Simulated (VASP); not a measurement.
# Cu in VASP: further runs

The runs below take Cu through single point, with PBE.

Program: VASP 6.6.1. These are calculated values, not measurements. Logs are shortened: lines on timing, memory, paths and dates and some standing lists are left out, and cuts for length are marked.

## 1. The cell of the first run

The structure is monoclinic, space group P2_1/m (No. 11). Conventional cell: a = 2.530 Å, b = 2.589 Å, c = 4.262 Å, α = 90.00°, β = 106.64°, γ = 90.00°. Within 3.0 Å of Cu (site symmetry m) lie 10 Cu at 2.29 to 2.89 Å.

## 2. Single point, PBE (strained and its atoms moved)

INCAR

```
PREC = Accurate ; ENCUT = 520
EDIFF = 1E-6 ; ISMEAR = 0
SIGMA = 0.1 ; LREAL = False
LASPH = True ; NELM = 100
ALGO = Normal ; ISIF = 2
LWAVE = False ; LCHARG = True
GGA = PE ; LELF = True
LVHAR = True ; NBANDS = 18
```

KPOINTS

```
regular mesh
0
Gamma
  16 16 14
```

POSCAR

```
Cu
1.0
    1.2875486465     -4.0911017019      0.0000000000
    1.2426155750      4.0773330622      0.0000000000
    0.0000000000      0.0000000000      2.5893188077
Cu
2
Direct
    0.1011622893      0.8701102920      0.2500000000
    0.8988377107      0.1298897080      0.7500000000
```

Potentials or basis: VASP PAW PBE potentials, release 64 (Cu).

Launch:

```bash
$ cat potpaw_PBE.64/Cu/POTCAR > POTCAR
$ mpirun -np 1 vasp_std > vasp.out
```

OUTCAR:

```text
PREC = Accurate
   ENCUT = 520
   EDIFF = 1E-6
   ISMEAR = 0
   LREAL = False
   LASPH = True
   NELM = 100
   ISIF = 2
   GGA = PE

 ion  position               nearest neighbor table
   1  0.101  0.870  0.250-   2 2.29   2 2.29
   2  0.899  0.130  0.750-   1 2.29   1 2.29

  Warning from LATTYP: Monoclinic adjustment (A1->A3, A2->A1, A3->A2)!
  Warning from LATTYP: Got some problem with cell dimensions!
  Tried to take original basis but could not verify dimensions!
  LATTYP: Found a simple monoclinic cell.
 ALAT       =     2.5302016843
 B/A-ratio  =     1.0233645894
 C/A-ratio  =     1.6846405302
 COS(beta)  =    -0.2863143989

  Lattice vectors:

 A1 = (   2.5301642215,  -0.0137686397,   0.0000000000)
 A2 = (   0.0000000000,   0.0000000000,   2.5893188077)
 A3 = (  -1.2426155750,  -4.0773330622,   0.0000000000)

Analysis of symmetry for initial positions (statically):
=====================================================================
 Subroutine PRICEL returns:
 Original cell was already a primitive cell.

 Routine SETGRP: Setting up the symmetry group for a
 simple monoclinic supercell.

 Subroutine GETGRP returns: Found  4 space group operations
 (whereof  2 operations were pure point group operations)
 out of a pool of  4 trial point group operations.

The static configuration has the point symmetry S_2 .
 The point group associated with its full space group is C_2h.

Analysis of symmetry for dynamics (positions and initial velocities):
=====================================================================
 Subroutine PRICEL returns:
 Original cell was already a primitive cell.

 Routine SETGRP: Setting up the symmetry group for a
 simple monoclinic supercell.

 Subroutine GETGRP returns: Found  4 space group operations
 (whereof  2 operations were pure point group operations)
 out of a pool of  4 trial point group operations.

The dynamic configuration has the point symmetry S_2 .
 The point group associated with its full space group is C_2h.

 Subroutine INISYM returns: Found  4 space group operations
 (whereof  2 operations are pure point group operations),
 and found     1 'primitive' translations

----------------------------------------------------------------------------------------

                                     Primitive cell

  volume of cell :      26.7565

  direct lattice vectors                    reciprocal lattice vectors
     1.287548646 -4.091101702  0.000000000     0.394576876 -0.120251979  0.000000000
[... 80 lines left out ...]
   ISPIN  =      1    spin polarized calculation?
   LNONCOLLINEAR =      F non collinear calculations
   LSORBIT =      F    spin-orbit coupling
   LASPH  =      T    aspherical Exc in radial PAW
   ENCUT  =  520.0 eV  38.22 Ry    6.18 a.u.   7.97  7.93  4.81*2*pi/ulx,y,z
   NELM   =    100;   NELMIN=  2; NELMDL= -5     # of ELM steps
   EDIFF  = 0.1E-05   stopping-criterion for ELM
   LREAL  =      F    real-space projection
   EDIFFG = 0.1E-04   stopping-criterion for IOM
   NSW    =      0    number of steps for IOM
   IBRION =     -1    ionic relax: 0-MD 1-quasi-New 2-CG
   NFREE  =      0    steps in history (QN), initial steepest desc. (CG)
   ISIF   =      2    stress and relaxation
   ISYM   =      2    0-nonsym 1-usesym 2-fastsym
   POTIM  = 0.5000    time-step for ionic-motion
   TEBEG  =    0.0;   TEEND  =   0.0 temperature during run
   PSTRESS=    0.0 pullay stress
   NELECT =      22.0000    total number of electrons
   NUPDOWN=      -1.0000    fix difference up-down
   EMIN   =  10.00;   EMAX   =-10.00  energy-range for DOS
   EFERMI =   0.00;   METHOD = LEGACY
   ISMEAR =     0;   SIGMA  =   0.10  broadening in eV -4-tet -1-fermi 0-gaus
   EFERMI_NEDOS =   21; number of points for ismear=-14 and -15
   IALGO  =     38    algorithm
   IMIX   =      4    mixing-type and parameters
     AMIX     =   0.40;   BMIX     =  1.00
     AMIX_MAG =   1.60;   BMIX_MAG =  1.00
  volume/ion in A,a.u.               =      13.38        90.28
  Fermi-wavevector in a.u.,A,eV,Ry     =   1.533695  2.898263 32.003905  2.352221
  Thomas-Fermi vector in A             =   2.640726
   LORBIT       =      0    0 simple, 1 ext, 2 COOP (PROOUT), +10 PAW based schemes
   GGA     = PE    functional components
   LHFCALC =     F    Hartree Fock is set to
   AEXX    =    0.0000 exact exchange contribution
   IVDW    =     0    specifies the selected vdW correction
   LEPSILON=     F    determine dielectric tensor
   LRPA    =     F    only Hartree local field effects (RPA)
 non-spin polarized calculation
 Gauss-broadening in eV      SIGMA  =   0.10
  energy-cutoff  :      520.00
  volume of cell :       26.76
 maximum number of plane-waves:       738
   NGX = 15   NGY = 15   NGZ =  9

 number of electron      21.9999990 magnetization

 Free energy of the ion-electron system (eV)
  ---------------------------------------------------
  ext. energy  EPLUGINS =         0.00000000
  ---------------------------------------------------
  free energy    TOTEN  =        -6.85251156 eV

  energy without entropy =       -6.84906597  energy(sigma->0) =       -6.85078876

 E-fermi :   6.1082     XC(G=0): -11.9657

 val. band max:        6.1037698343   @ k =   0.3125   0.3125   0.1429
 cond. band min:       6.1155339466   @ k =   0.3750   0.3750   0.3571
 fundamental gap:      0.0117641123
 Fermi energy:         6.1081759058

 k-point     1 :       0.0000    0.0000    0.0000
  band No.  band energies     occupation
      1      -2.2968      2.00000
      2       1.6401      2.00000
      3       2.5393      2.00000
      4       2.6796      2.00000
      5       3.0853      2.00000
      6       3.7835      2.00000
[... 481 lines left out ...]
      5       3.1119      2.00000
      6       3.7166      2.00000
[... 10 lines left out ...]
     17      24.6652      0.00000
     18      27.8562      0.00000

 [... further k-points ...]
[... 5 lines left out ...]
  --------------------------------------------------------------------------------------
  -------------------------------------------------------------------------------------
  Total       -1.4363997      1.0082528     -0.1414595      0.2200143      0.0000000      0.0000000
  in kB      -86.0113563     60.3740006     -8.4705714     13.1744172      0.0000000      0.0000000
  external PRESSURE =     -11.3693090 kB  Pullay stress =       0.0000000 kB

 VOLUME and BASIS-vectors are now :
 -----------------------------------------------------------------------------
  energy-cutoff  :      520.00
  volume of cell :       26.76
      direct lattice vectors                 reciprocal lattice vectors
     1.287548646 -4.091101702  0.000000000     0.394576876 -0.120251979  0.000000000
     1.242615575  4.077333062  0.000000000     0.395909312  0.124600300  0.000000000
     0.000000000  0.000000000  2.589318808     0.000000000  0.000000000  0.386201961

 POSITION                                       TOTAL-FORCE (eV/Angst)
 -----------------------------------------------------------------------------------
      1.21146      3.13386      0.64733        -0.049885     -2.042571      0.000000
      1.31870     -3.14763      1.94199         0.049885      2.042571      0.000000
 -----------------------------------------------------------------------------------
    total drift:                                0.000000      0.000000     -0.000000

  FREE ENERGIE OF THE ION-ELECTRON SYSTEM (eV)
  ---------------------------------------------------
  free  energy   TOTEN  =        -6.8525115629 eV

  energy  without entropy=       -6.8490659653  energy(sigma->0) =       -6.85078876
```

stdout:

```text
POSCAR found type information on POSCAR Cu
 POSCAR found :  1 types and       2 ions
 scaLAPACK will be used
 LDA part: xc-table for (Slater+PW92), standard interpolation
 POSCAR, INCAR and KPOINTS ok, starting setup
 FFT: planning ... GRIDC
 FFT: planning ... GRID_SOFT
 FFT: planning ... GRID
 WAVECAR not read
 entering main loop
```

Run time: 2.8 min. Hardware: 1 thread of Intel Xeon Platinum 8559C (Emerald Rapids), shared host; peak memory 0.49 GiB.

Results:

| Property | Result |
| --- | --- |
| Free energy | -6.8525 eV |
| Pressure | -1.1 GPa |
| Largest force | 2.043 eV/Å |
| Band gap on the k mesh | zero (band 11 reaches 10.19 eV, above the bottom of band 12 at 4.63 eV) |

Forces on the atoms (eV/Å):
```
Cu  -0.050 -2.043  0.000
Cu   0.050  2.043  0.000
```

Levels at points of the mesh, in eV from the Fermi level:
| k point | band 9 | band 10 | band 11 | band 12 | band 13 | band 14 |
| --- | --- | --- | --- | --- | --- | --- |
| (0.00, 0.00, 0.00) | -1.73 | -1.57 | -1.19 | 0.31 | 4.44 | 13.49 |
| (0.50, 0.00, 0.00) | -2.02 | -1.29 | -0.61 | 1.28 | 3.00 | 6.03 |
| (0.00, 0.50, 0.00) | -2.06 | -1.37 | -0.38 | 1.22 | 3.16 | 5.43 |
| (0.50, 0.50, 0.00) | -1.80 | -1.65 | -1.49 | -1.43 | 13.06 | 14.60 |
| (0.00, 0.00, 0.50) | -1.57 | -1.57 | -0.13 | -0.13 | 7.64 | 7.64 |
| (0.50, 0.00, 0.50) | -1.23 | -1.23 | 3.85 | 3.85 | 6.25 | 6.25 |
| (0.00, 0.50, 0.50) | -1.21 | -1.21 | 3.62 | 3.62 | 6.55 | 6.55 |
| (0.50, 0.50, 0.50) | -1.45 | -1.45 | -0.64 | -0.64 | 3.19 | 3.19 |

Caveat: the cell differs from its parent crystal (strained and its atoms moved); forces of over 1 eV/Å act on the atoms, so gaps and moduli don't describe the material at rest.

## 3. Single point, PBE (strained)

INCAR

```
PREC = Accurate ; ENCUT = 520
EDIFF = 1E-7 ; ISMEAR = 0
SIGMA = 0.1 ; LREAL = F
LASPH = T ; NELM = 100
ALGO = Normal ; ISIF = 2
LWAVE = F ; LCHARG = T
GGA = PE ; LELF = T
LVHAR = T ; NBANDS = 18
```

KPOINTS

```
Automatic mesh
0
Gamma
  18 18 16
```

POSCAR

```
Cu
1.0
    1.2033547402     -3.9745886403      0.0000000000
    1.2033547402      3.9745886403      0.0000000000
    0.0000000000      0.0000000000      2.4296988563
Cu
2
Direct
    0.1024310069      0.8975689931      0.2500000000
    0.8975689931      0.1024310069      0.7500000000
```

Potentials or basis: VASP PAW PBE potentials, release 64 (Cu).

Launch:

```bash
$ cat potpaw_PBE.64/Cu/POTCAR > POTCAR
$ mpirun -np 1 vasp_std > vasp.out
```

Run time: 2.1 min. Hardware: 1 thread of Intel Xeon Platinum 8559C (Emerald Rapids), shared host; peak memory 0.38 GiB.

It converged, with:

```yaml
Free_energy: -5.6753 eV
Pressure: 40.2 GPa
Largest_force: 7.122 eV/Å
Band_gap_on_the_k_mesh: zero (band 11 reaches 12.51 eV, above the bottom of band 12 at 6.42 eV)
```

Forces in eV/Å, atoms in the order of the input:
```
Cu   0.000 -7.122  0.000
Cu   0.000  7.122  0.000
```

Stress tensor (GPa, compression positive):
```
 6.89  0.00  0.00
 0.00 64.63  0.00
 0.00  0.00 49.18
```

Levels at points of the mesh, in eV from the Fermi level:
| k point | band 9 | band 10 | band 11 | band 12 | band 13 | band 14 |
| --- | --- | --- | --- | --- | --- | --- |
| (0.00, 0.00, 0.00) | -1.90 | -1.67 | -1.07 | 0.10 | 4.30 | 15.50 |
| (0.50, 0.00, 0.00) | -2.27 | -1.16 | -0.74 | 1.71 | 3.74 | 5.76 |
| (0.50, 0.50, 0.00) | -2.18 | -1.63 | -1.58 | -1.43 | 12.35 | 15.92 |
| (0.00, 0.00, 0.50) | -1.71 | -1.71 | -0.02 | -0.02 | 7.48 | 7.48 |
| (0.50, 0.00, 0.50) | -1.30 | -1.30 | 4.34 | 4.34 | 6.84 | 6.84 |
| (0.50, 0.50, 0.50) | -1.88 | -1.88 | -0.79 | -0.79 | 3.91 | 3.91 |

Caveat: the cell differs from its parent crystal (strained); forces of over 1 eV/Å act on the atoms, so gaps and moduli don't describe the material at rest.
